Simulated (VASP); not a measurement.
# P (P4/mmm) in VASP: further runs

Runs on P. Level: PBEsol+D3(BJ). Tasks: single point.

All numbers are computed with VASP 6.6.1; they aren't measurements. Logs are shortened: lines on timing, memory, paths and dates and some standing lists are left out, and cuts for length are marked.

### 1 The cell of the first run

Symmetry: P4/mmm, No. 123, tetragonal system. The conventional cell has a = 4.273 Å, b = 4.273 Å, c = 4.378 Å, α = 90.00°, β = 90.00°, γ = 90.00°. Within 5.6 Å of P (site symmetry 4/mmm) lie 6 P at 4.27 to 4.38 Å.

### 2 Single point, PBEsol+D3(BJ)

INCAR reads:

```
PREC = Accurate
ENCUT = 520
EDIFF = 1E-6
ISMEAR = 0
SIGMA = 0.15
LREAL = False
LASPH = True
NELM = 60
ALGO = Normal
ISIF = 2
LWAVE = False
LCHARG = True
GGA = PS
IVDW = 12
LELF = True
LVHAR = True
NBANDS = 8
```

KPOINTS reads:

```
regular mesh
0
Gamma
  12 12 12
```

POSCAR reads:

```
P
1.0
    4.2729048574      0.0000000000      0.0000000000
    0.0000000000      4.2729048574      0.0000000000
    0.0000000000      0.0000000000      4.3780000000
P
1
Direct
    0.0000000000      0.0000000000      0.0000000000
```

Potentials or basis: VASP PAW PBE potentials, release 64 (P).

The run is started by

```sh
> cat potpaw_PBE.64/P/POTCAR > POTCAR
> mpirun -np 1 vasp_std > vasp.out
```

OUTCAR:

```text
PREC = Accurate
   ENCUT = 520
   EDIFF = 1E-6
   ISMEAR = 0
   LREAL = False
   LASPH = True
   NELM = 60
   ISIF = 2
   GGA = PS
   IVDW = 12
 IVDW          = 12

 ion  position               nearest neighbor table
   1  0.000  0.000  0.000-

  LATTYP: Found a simple tetragonal cell.
 ALAT       =     4.2729048574
 C/A-ratio  =     1.0245957132

  Lattice vectors:

 A1 = (   4.2729048574,   0.0000000000,   0.0000000000)
 A2 = (   0.0000000000,   4.2729048574,   0.0000000000)
 A3 = (   0.0000000000,   0.0000000000,   4.3780000000)

Analysis of symmetry for initial positions (statically):
=====================================================================
 Subroutine PRICEL returns:
 Original cell was already a primitive cell.

 Routine SETGRP: Setting up the symmetry group for a
 simple tetragonal supercell.

 Subroutine GETGRP returns: Found 16 space group operations
 (whereof 16 operations were pure point group operations)
 out of a pool of 16 trial point group operations.

The static configuration has the point symmetry D_4h.

Analysis of symmetry for dynamics (positions and initial velocities):
=====================================================================
 Subroutine PRICEL returns:
 Original cell was already a primitive cell.

 Routine SETGRP: Setting up the symmetry group for a
 simple tetragonal supercell.

 Subroutine GETGRP returns: Found 16 space group operations
 (whereof 16 operations were pure point group operations)
 out of a pool of 16 trial point group operations.

The dynamic configuration has the point symmetry D_4h.

 Subroutine INISYM returns: Found 16 space group operations
 (whereof 16 operations are pure point group operations),
 and found     1 'primitive' translations

----------------------------------------------------------------------------------------

                                     Primitive cell

  volume of cell :      79.9323

  direct lattice vectors                    reciprocal lattice vectors
     4.272904857  0.000000000  0.000000000     0.234032826  0.000000000  0.000000000
     0.000000000  4.272904857  0.000000000     0.000000000  0.234032826  0.000000000
     0.000000000  0.000000000  4.378000000     0.000000000  0.000000000  0.228414801

  length of vectors
     4.272904857  4.272904857  4.378000000     0.234032826  0.234032826  0.228414801

  position of ions in fractional coordinates (direct lattice)
     0.000000000  0.000000000  0.000000000

  ion indices of the primitive-cell ions
   primitive index   ion index
                 1           1

----------------------------------------------------------------------------------------

 KPOINTS: regular mesh

Automatic generation of k-mesh.
 Grid dimensions read from file:
 generate k-points for:   12   12   12

 Generating k-lattice:

  Cartesian coordinates                     Fractional coordinates (reciprocal lattice)
     0.019502736  0.000000000  0.000000000     0.083333333  0.000000000  0.000000000
     0.000000000  0.019502736  0.000000000     0.000000000  0.083333333  0.000000000
     0.000000000  0.000000000  0.019034567     0.000000000  0.000000000  0.083333333

  Length of vectors
     0.019502736  0.019502736  0.019034567

  Shift w.r.t. Gamma in fractional coordinates (k-lattice)
     0.000000000  0.000000000  0.000000000

 Subroutine IBZKPT returns following result:
 ===========================================

 Found    196 irreducible k-points:

 Following reciprocal coordinates:
            Coordinates               Weight
  0.000000  0.000000  0.000000      1.000000
  0.083333  0.000000  0.000000      4.000000
  0.166667  0.000000  0.000000      4.000000
  0.250000  0.000000  0.000000      4.000000
  0.333333  0.000000  0.000000      4.000000
  0.416667  0.000000  0.000000      4.000000
[... 16 lines left out ...]
  0.333333  0.333333  0.000000      4.000000
  0.416667  0.333333  0.000000      8.000000
 [... further k-points ...]
   k-points           NKPTS =    196   k-points in BZ     NKDIM =    196   number of bands    NBANDS=      8
   number of dos      NEDOS =    301   number of ions     NIONS =      1
   total plane-waves  NPLWV =  36864
   dimension x,y,z NGX =    32 NGY =   32 NGZ =   36
   dimension x,y,z NGXF=    64 NGYF=   64 NGZF=   72
   ions per type =               1
   NGX,Y,Z   is equivalent  to a cutoff of  12.45, 12.45, 13.67 a.u.
   NGXF,Y,Z  is equivalent  to a cutoff of  24.90, 24.90, 27.34 a.u.
 SYSTEM =  unknown system
   PREC   = accura    normal or accurate (medium, high low for compatibility)
   ISTART =      0    job   : 0-new  1-cont  2-samecut
   ICHARG =      2    charge: 1-file 2-atom 10-const
   ISPIN  =      1    spin polarized calculation?
   LNONCOLLINEAR =      F non collinear calculations
   LSORBIT =      F    spin-orbit coupling
   LASPH  =      T    aspherical Exc in radial PAW
   ENCUT  =  520.0 eV  38.22 Ry    6.18 a.u.   7.94  7.94  8.14*2*pi/ulx,y,z
   NELM   =     60;   NELMIN=  2; NELMDL= -5     # of ELM steps
   EDIFF  = 0.1E-05   stopping-criterion for ELM
   LREAL  =      F    real-space projection
   EDIFFG = 0.1E-04   stopping-criterion for IOM
   NSW    =      0    number of steps for IOM
   IBRION =     -1    ionic relax: 0-MD 1-quasi-New 2-CG
   NFREE  =      0    steps in history (QN), initial steepest desc. (CG)
   ISIF   =      2    stress and relaxation
   ISYM   =      2    0-nonsym 1-usesym 2-fastsym
   POTIM  = 0.5000    time-step for ionic-motion
   TEBEG  =    0.0;   TEEND  =   0.0 temperature during run
   PSTRESS=    0.0 pullay stress
   NELECT =       5.0000    total number of electrons
   NUPDOWN=      -1.0000    fix difference up-down
   EMIN   =  10.00;   EMAX   =-10.00  energy-range for DOS
   EFERMI =   0.00;   METHOD = LEGACY
   ISMEAR =     0;   SIGMA  =   0.15  broadening in eV -4-tet -1-fermi 0-gaus
   EFERMI_NEDOS =   21; number of points for ismear=-14 and -15
   IALGO  =     38    algorithm
   IMIX   =      4    mixing-type and parameters
     AMIX     =   0.40;   BMIX     =  1.00
     AMIX_MAG =   1.60;   BMIX_MAG =  1.00
  volume/ion in A,a.u.               =      79.93       539.41
  Fermi-wavevector in a.u.,A,eV,Ry     =   0.649866  1.228069  5.746099  0.422326
  Thomas-Fermi vector in A             =   1.718961
   LORBIT       =      0    0 simple, 1 ext, 2 COOP (PROOUT), +10 PAW based schemes
   GGA     = PS    functional components
   LHFCALC =     F    Hartree Fock is set to
   AEXX    =    0.0000 exact exchange contribution
   IVDW    =    12    specifies the selected vdW correction
   LEPSILON=     F    determine dielectric tensor
   LRPA    =     F    only Hartree local field effects (RPA)
 non-spin polarized calculation
 Gauss-broadening in eV      SIGMA  =   0.15
  energy-cutoff  :      520.00
  volume of cell :       79.93
 maximum number of plane-waves:      2208
 NGX is ok and might be reduce to    32
   NGX = 15   NGY = 15   NGZ = 17

 number of electron       4.9999999 magnetization

 Free energy of the ion-electron system (eV)
  ---------------------------------------------------
  ext. energy  EPLUGINS =         0.00000000
  ---------------------------------------------------
  free energy    TOTEN  =        -1.18869378 eV

  energy without entropy =       -1.15062755  energy(sigma->0) =       -1.16966067

 E-fermi :  -3.0797     XC(G=0):  -5.0518

 val. band max:       -3.0811062961   @ k =   0.2500   0.0833   0.5000
 cond. band min:      -3.0787764283   @ k =   0.3333   0.2500   0.1667
 fundamental gap:      0.0023298678
 Fermi energy:        -3.0797063906

 k-point     1 :       0.0000    0.0000    0.0000
  band No.  band energies     occupation
      1     -11.8105      2.00000
      2      -2.6317      0.00002
      3      -2.5231      0.00000
      4      -2.5231      0.00000
      5       1.5516      0.00000
      6       4.3608      0.00000
      7       4.4433      0.00000
      8       8.9636      0.00000

 k-point     2 :       0.0833    0.0000    0.0000
  band No.  band energies     occupation
      1     -11.7995      2.00000
      2      -2.6455      0.00004
      3      -2.6219      0.00002
      4      -2.5137      0.00000
      5       1.6698      0.00000
      6       4.4104      0.00000
      7       4.5472      0.00000
      8       8.4790      0.00000

 k-point     3 :       0.1667    0.0000    0.0000
  band No.  band energies     occupation
      1     -11.7692      2.00000
      2      -2.9476      0.21284
      3      -2.5949      0.00000
      4      -2.4878      0.00000
      5       1.9687      0.00000
      6       4.5247      0.00000
      7       4.8311      0.00000
      8       7.8196      0.00000

 k-point     4 :       0.2500    0.0000    0.0000
  band No.  band energies     occupation
      1     -11.7268      2.00000
      2      -3.3062      1.96730
      3      -2.5572      0.00000
      4      -2.4518      0.00000
      5       2.3577      0.00000
      6       4.6901      0.00000
      7       5.0823      0.00000
      8       7.2423      0.00000

 k-point     5 :       0.3333    0.0000    0.0000
  band No.  band energies     occupation
      1     -11.6832      2.00000
      2      -3.6228      2.00000
      3      -2.5186      0.00000
      4      -2.4149      0.00000
      5       2.7851      0.00000
      6       4.8794      0.00000
      7       5.0211      0.00000
      8       6.7999      0.00000
[... 177 lines left out ...]
 k-point    22 :       0.5000    0.2500    0.0000
  band No.  band energies     occupation
      1     -11.5608      2.00000
      2      -3.7683      2.00000
      3      -3.0597      0.85067
      4      -2.4128      0.00000
      5       3.5634      0.00000
      6       4.2519      0.00000
      7       6.0658      0.00000
      8       6.4386      0.00000

 k-point    23 :       0.3333    0.3333    0.0000
  band No.  band energies     occupation
      1     -11.5629      2.00000
      2      -3.4591      1.99965
      3      -3.3824      1.99568
      4      -2.4148      0.00000
      5       3.3165      0.00000
      6       4.4363      0.00000
      7       6.3029      0.00000
      8       6.5755      0.00000

 k-point    24 :       0.4167    0.3333    0.0000
  band No.  band energies     occupation
      1     -11.5321      2.00000
      2      -3.6232      2.00000
      3      -3.3654      1.99294
      4      -2.3884      0.00000
      5       3.2133      0.00000
      6       4.5444      0.00000
      7       6.4317      0.00000
      8       6.6031      0.00000

 [... further k-points ...]

------------------------ aborting loop because EDIFF is reached ----------------------------------------

 Edisp (eV)   -0.08086

 E8    (eV) :    -0.0477

  FORCE on cell =-STRESS in cart. coord.  units (eV):
  Direction    XX          YY          ZZ          XY          YZ          ZX
  --------------------------------------------------------------------------------------
  -------------------------------------------------------------------------------------
  Total      -2.08808    -2.08808    -1.88208     0.00000    -0.00000     0.00000
  in kB     -41.85379   -41.85379   -37.72471     0.00000    -0.00000     0.00000
  external pressure =      -40.48 kB  Pullay stress =        0.00 kB

 VOLUME and BASIS-vectors are now :
 -----------------------------------------------------------------------------
  energy-cutoff  :      520.00
  volume of cell :       79.93
      direct lattice vectors                 reciprocal lattice vectors
     4.272904857  0.000000000  0.000000000     0.234032826  0.000000000  0.000000000
     0.000000000  4.272904857  0.000000000     0.000000000  0.234032826  0.000000000
     0.000000000  0.000000000  4.378000000     0.000000000  0.000000000  0.228414801

 POSITION                                       TOTAL-FORCE (eV/Angst)
 -----------------------------------------------------------------------------------
      0.00000      0.00000      0.00000         0.000000      0.000000      0.000000
 -----------------------------------------------------------------------------------
    total drift:                                0.000000      0.000000     -0.000000

  FREE ENERGIE OF THE ION-ELECTRON SYSTEM (eV)
  ---------------------------------------------------
  free  energy   TOTEN  =        -1.2695520878 eV

  energy  without entropy=       -1.2314858652  energy(sigma->0) =       -1.25051898
```

Wall time 37 s (1 thread of Intel Xeon 6975P-C (Granite Rapids), shared host); peak memory 0.25 GiB.

What came out:

- Free energy: -1.2696 eV
- Pressure: -4.0 GPa
- Band gap on the k mesh: zero (an odd number of electrons rules out a gap without spin polarisation)
- Dispersion energy per atom: -0.081 eV

Levels at points of the mesh, in eV from the Fermi level:
| k point | band 1 | band 2 | band 3 | band 4 | band 5 | band 6 |
| --- | --- | --- | --- | --- | --- | --- |
| (0.00, 0.00, 0.00) | -8.73 | 0.45 | 0.56 | 0.56 | 4.63 | 7.44 |
| (0.50, 0.00, 0.00) | -8.56 | -0.83 | 0.60 | 0.70 | 6.51 | 7.56 |
| (0.50, 0.50, 0.00) | -8.40 | -0.53 | -0.53 | 0.74 | 5.86 | 8.12 |
| (0.00, 0.00, 0.50) | -8.59 | -0.78 | 0.68 | 0.68 | 6.48 | 7.48 |
| (0.50, 0.00, 0.50) | -8.43 | -0.57 | -0.48 | 0.81 | 5.85 | 8.12 |
| (0.50, 0.50, 0.50) | -8.28 | -0.32 | -0.32 | -0.24 | 6.87 | 6.97 |

Caveat: the cell stands under tension; the PAW data sets were made with another functional, which shifts forces and pressure a little.

(Part 1 of 2 ends here.)
